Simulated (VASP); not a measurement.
# SnTe (Fm-3m) in VASP: further runs

The runs below take SnTe through single point, with LDA, PBE+D4.

Program: VASP 6.6.1. These are calculated values, not measurements. Logs are shortened: lines on timing, memory, paths and dates and some standing lists are left out, and cuts for length are marked.

## Step 1: The cell of the first run

It takes space group Fm-3m (No. 225, cubic). Conventional cell: a = 6.313 Å, b = 6.313 Å, c = 6.313 Å, α = 90.00°, β = 90.00°, γ = 90.00°. Sn (site symmetry m-3m) has 6 Te at 3.16 Å within 4.2 Å. Within 4.2 Å of Te (site symmetry m-3m) lie 6 Sn at 3.16 Å.

## Step 2: Single point, LDA

INCAR

```
SYSTEM = SnTe
ALGO = Normal
EDIFF = 1E-6
ENCUT = 520
GGA = CA
ISIF = 2
ISMEAR = 0
LASPH = .True.
LCHARG = .False.
LREAL = .False.
LWAVE = .False.
NBANDS = 17
NELM = 80
PREC = Accurate
SIGMA = 0.05
```

KPOINTS

```
k-points
0
Gamma
  6 6 6
  0 0 0
```

POSCAR

```
SnTe
1.0
    0.0000000000      3.1565012282      3.1565012282
    3.1565012282      0.0000000000      3.1565012282
    3.1565012282      3.1565012282      0.0000000000
Sn Te
1 1
Direct
    0.5000000000      0.5000000000      0.5000000000
    0.0000000000      0.0000000000      0.0000000000
```

Potentials or basis: VASP PAW LDA potentials, release 64 (Sn_d, Te).

The run is started by

```sh
$ cat potpaw_LDA.64/Sn_d/POTCAR potpaw_LDA.64/Te/POTCAR > POTCAR
$ mpirun -np 1 vasp_std > vasp.out
```

OUTCAR:

```text
SYSTEM = SnTe
   EDIFF = 1E-6
   ENCUT = 520
   GGA = CA
   ISIF = 2
   ISMEAR = 0
   LASPH = .True.
   LREAL = .False.
   NELM = 80
   PREC = Accurate

 ion  position               nearest neighbor table
   1  0.500  0.500  0.500-   2 3.16   2 3.16   2 3.16   2 3.16   2 3.16   2 3.16
   2  0.000  0.000  0.000-   1 3.16   1 3.16   1 3.16   1 3.16   1 3.16   1 3.16

  LATTYP: Found a face centered cubic cell.
 ALAT       =     6.3130024564

  Lattice vectors:

 A1 = (   0.0000000000,   3.1565012282,   3.1565012282)
 A2 = (   3.1565012282,   0.0000000000,   3.1565012282)
 A3 = (   3.1565012282,   3.1565012282,   0.0000000000)

Analysis of symmetry for initial positions (statically):
=====================================================================
 Subroutine PRICEL returns:
 Original cell was already a primitive cell.

 Routine SETGRP: Setting up the symmetry group for a
 face centered cubic supercell.

 Subroutine GETGRP returns: Found 48 space group operations
 (whereof 48 operations were pure point group operations)
 out of a pool of 48 trial point group operations.

The static configuration has the point symmetry O_h .

Analysis of symmetry for dynamics (positions and initial velocities):
=====================================================================
 Subroutine PRICEL returns:
 Original cell was already a primitive cell.

 Routine SETGRP: Setting up the symmetry group for a
 face centered cubic supercell.

 Subroutine GETGRP returns: Found 48 space group operations
 (whereof 48 operations were pure point group operations)
 out of a pool of 48 trial point group operations.

The dynamic configuration has the point symmetry O_h .

 Subroutine INISYM returns: Found 48 space group operations
 (whereof 48 operations are pure point group operations),
 and found     1 'primitive' translations

----------------------------------------------------------------------------------------

                                     Primitive cell

  volume of cell :      62.8996

  direct lattice vectors                    reciprocal lattice vectors
     0.000000000  3.156501228  3.156501228    -0.158403233  0.158403233  0.158403233
     3.156501228  0.000000000  3.156501228     0.158403233 -0.158403233  0.158403233
     3.156501228  3.156501228  0.000000000     0.158403233  0.158403233 -0.158403233

  length of vectors
     4.463966847  4.463966847  4.463966847     0.274362448  0.274362448  0.274362448

  position of ions in fractional coordinates (direct lattice)
[... 70 lines left out ...]
   EDIFF  = 0.1E-05   stopping-criterion for ELM
   LREAL  =      F    real-space projection
   EDIFFG = 0.1E-04   stopping-criterion for IOM
   NSW    =      0    number of steps for IOM
   IBRION =     -1    ionic relax: 0-MD 1-quasi-New 2-CG
   NFREE  =      0    steps in history (QN), initial steepest desc. (CG)
   ISIF   =      2    stress and relaxation
   ISYM   =      2    0-nonsym 1-usesym 2-fastsym
   POTIM  = 0.5000    time-step for ionic-motion
   TEBEG  =    0.0;   TEEND  =   0.0 temperature during run
   PSTRESS=    0.0 pullay stress
   NELECT =      20.0000    total number of electrons
   NUPDOWN=      -1.0000    fix difference up-down
   EMIN   =  10.00;   EMAX   =-10.00  energy-range for DOS
   EFERMI =   0.00;   METHOD = LEGACY
   ISMEAR =     0;   SIGMA  =   0.05  broadening in eV -4-tet -1-fermi 0-gaus
   EFERMI_NEDOS =   21; number of points for ismear=-14 and -15
   IALGO  =     38    algorithm
   IMIX   =      4    mixing-type and parameters
     AMIX     =   0.40;   BMIX     =  1.00
     AMIX_MAG =   1.60;   BMIX_MAG =  1.00
  volume/ion in A,a.u.               =      31.45       212.23
  Fermi-wavevector in a.u.,A,eV,Ry     =   1.117383  2.111548 16.987494  1.248546
  Thomas-Fermi vector in A             =   2.254006
   LORBIT       =      0    0 simple, 1 ext, 2 COOP (PROOUT), +10 PAW based schemes
   GGA     = CA    functional components
   LHFCALC =     F    Hartree Fock is set to
   AEXX    =    0.0000 exact exchange contribution
   IVDW    =     0    specifies the selected vdW correction
   LEPSILON=     F    determine dielectric tensor
   LRPA    =     F    only Hartree local field effects (RPA)
 non-spin polarized calculation
 Gauss-broadening in eV      SIGMA  =   0.05
  energy-cutoff  :      520.00
  volume of cell :       62.90
 maximum number of plane-waves:      1711
 NGX is ok and might be reduce to    36
   NGX = 17   NGY = 17   NGZ = 17

 number of electron      19.9999999 magnetization

 Free energy of the ion-electron system (eV)
  ---------------------------------------------------
  ext. energy  EPLUGINS =         0.00000000
  ---------------------------------------------------
  free energy    TOTEN  =        -8.82198285 eV

  energy without entropy =       -8.82161621  energy(sigma->0) =       -8.82179953

 E-fermi :   6.6670     XC(G=0):  -9.7188

 val. band max:        6.6158081606   @ k =   0.5000   0.0000   0.0000
 cond. band min:       6.7181408808   @ k =   0.5000   0.0000   0.0000
 fundamental gap:      0.1023327202
 Fermi energy:         6.6669745208

 k-point     1 :       0.0000    0.0000    0.0000
  band No.  band energies     occupation
      1     -15.1361      2.00000
      2     -15.1361      2.00000
      3     -15.1269      2.00000
      4     -15.1269      2.00000
      5     -15.1269      2.00000
      6      -6.1142      2.00000
[... 297 lines left out ...]
      4     -15.1199      2.00000
      5     -15.1161      2.00000
      6      -4.4880      2.00000
[... 9 lines left out ...]
     16      16.7302      0.00000
     17      17.8564      0.00000

------------------------ aborting loop because EDIFF is reached ----------------------------------------

  FORCE on cell =-STRESS in cart. coord.  units (eV):
  Direction    XX          YY          ZZ          XY          YZ          ZX
  --------------------------------------------------------------------------------------
  -------------------------------------------------------------------------------------
  Total       -0.6894018     -0.6894018     -0.6894018      0.0000000      0.0000000     -0.0000000
  in kB      -17.5604281    -17.5604281    -17.5604281      0.0000000      0.0000000     -0.0000000
  external PRESSURE =     -17.5604281 kB  Pullay stress =       0.0000000 kB

 VOLUME and BASIS-vectors are now :
 -----------------------------------------------------------------------------
  energy-cutoff  :      520.00
  volume of cell :       62.90
      direct lattice vectors                 reciprocal lattice vectors
     0.000000000  3.156501228  3.156501228    -0.158403233  0.158403233  0.158403233
     3.156501228  0.000000000  3.156501228     0.158403233 -0.158403233  0.158403233
     3.156501228  3.156501228  0.000000000     0.158403233  0.158403233 -0.158403233

 POSITION                                       TOTAL-FORCE (eV/Angst)
 -----------------------------------------------------------------------------------
      3.15650      3.15650      3.15650        -0.000000     -0.000000      0.000000
      0.00000      0.00000      0.00000         0.000000      0.000000      0.000000
 -----------------------------------------------------------------------------------
    total drift:                                0.000000      0.000000      0.000000

  FREE ENERGIE OF THE ION-ELECTRON SYSTEM (eV)
  ---------------------------------------------------
  free  energy   TOTEN  =        -8.8219828470 eV

  energy  without entropy=       -8.8216162079  energy(sigma->0) =       -8.82179953
```

stdout:

```text
POSCAR found type information on POSCAR SnTe
 POSCAR found :  2 types and       2 ions
 scaLAPACK will be used
 LDA part: xc-table for (Slater(with rela. corr.)+CA(PZ))
 , standard interpolation
 POSCAR, INCAR and KPOINTS ok, starting setup
 FFT: planning ... GRIDC
 FFT: planning ... GRID_SOFT
 FFT: planning ... GRID
 WAVECAR not read
 entering main loop
```

It took 17 s on 1 thread of AMD EPYC 9R45 (Zen 5), shared host; peak memory 0.13 GiB.

Results:

```yaml
Free_energy: -8.8220 eV
Pressure: -1.8 GPa
Band_gap_on_the_k_mesh: 0.10 eV, direct
```

Caveat: spin-orbit coupling is left out, which moves the levels of the heavy elements.

## Step 3: Single point, LDA (volume scaled by 1.02)

INCAR

```
SYSTEM = SnTe
  PREC = Accurate
  ENCUT = 520
  EDIFF = 1E-6
  ISMEAR = 0
  SIGMA = 0.05
  LREAL = .FALSE.
  LASPH = .TRUE.
  NELM = 100
  ALGO = Normal
  ISIF = 2
  LWAVE = .FALSE.
  LCHARG = .FALSE.
  GGA = CA
  NBANDS = 17
```

KPOINTS

```
Automatic mesh
0
G
  6 6 6
  0 0 0
```

POSCAR

```
SnTe
1.0
    0.0000000000      3.1368475356      3.1368475356
    3.1368475356      0.0000000000      3.1368475356
    3.1368475356      3.1368475356      0.0000000000
Sn Te
1 1
Direct
    0.5000000000      0.5000000000      0.5000000000
    0.0000000000      0.0000000000      0.0000000000
```

Potentials or basis: VASP PAW LDA potentials, release 64 (Sn_d, Te).

The run is started by

```sh
$ cat potpaw_LDA.64/Sn_d/POTCAR potpaw_LDA.64/Te/POTCAR > POTCAR
$ mpirun -np 1 vasp_std > vasp.out
```

Run time: 16 s. Hardware: 1 thread of AMD EPYC 9R45 (Zen 5), shared host; peak memory 0.12 GiB.

Results (log left out):

```
Free energy            : -8.8314 eV
Pressure               : -0.9 GPa
Band gap on the k mesh : 0.16 eV, direct
```

Levels at points of the mesh, in eV from the valence-band top:
| k point | band 7 | band 8 | band 9 | band 10 | band 11 | band 12 | band 13 | band 14 |
| --- | --- | --- | --- | --- | --- | --- | --- | --- |
| (0.00, 0.00, 0.00) | -4.68 | -2.10 | -2.10 | -2.10 | 3.37 | 3.37 | 3.37 | 4.81 |
| (0.50, 0.00, 0.00) | -8.39 | -1.74 | -1.74 | 0.00 | 0.16 | 0.37 | 0.37 | 7.82 |
| (0.50, 0.50, 0.00) | -6.51 | -5.60 | -3.73 | -3.73 | 2.18 | 4.98 | 4.98 | 6.46 |

Caveat: spin-orbit coupling is left out, which moves the levels of the heavy elements.

[end of part 1 of 2]
